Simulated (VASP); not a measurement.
# TlH3: single point with PBE

The system is TlH3, in a box.

```
CELL_PARAMETERS angstrom
11.64000 0.00000 0.00000
0.00000 9.00000 0.00000
0.00000 0.00000 12.05000
ATOMIC_POSITIONS crystal
Tl 0.46205 0.50000 0.50003
H 0.38660 0.50000 0.62661
H 0.38660 0.50000 0.37344
H 0.61324 0.50000 0.50003
```

```
Program                : VASP 6.6.1
Task                   : single point
Functional             : PBE
Potentials or basis    : VASP PAW PBE potentials, release 64 (Tl_d, H)
Cutoff                 : 520 eV
k mesh                 : 1 × 1 × 1
Occupations            : gaussian, width 0.01 eV
Spin                   : no spin polarisation
Dipole correction      : no
Further INCAR settings : ALGO = Normal; EDIFF = 1e-07; NBANDS = 16
```

The largest force is 0.055 eV/Å. The gap between the frontier levels is 4.29 eV.

Forces on the atoms (eV/Å):
```
Tl  -0.004  0.000  0.000
H    0.026  0.000 -0.049
H    0.026  0.000  0.049
H   -0.048  0.000  0.000
```

Levels at points of the mesh, in eV from the valence-band top:
| k point | band 5 | band 6 | band 7 | band 8 | band 9 | band 10 | band 11 | band 12 |
| --- | --- | --- | --- | --- | --- | --- | --- | --- |
| (0.00, 0.00, 0.00) | -9.06 | -4.77 | -0.01 | 0.00 | 4.29 | 5.57 | 6.57 | 7.15 |

Wall time 84 s on 1 thread of Intel(R) Xeon(R) Platinum 8259CL CPU @ 2.50GHz (Skylake/Cascade Lake), with other jobs on the host, peak memory 0.92 GiB.

Caveat: spin-orbit coupling is left out, which moves the levels of the heavy elements.
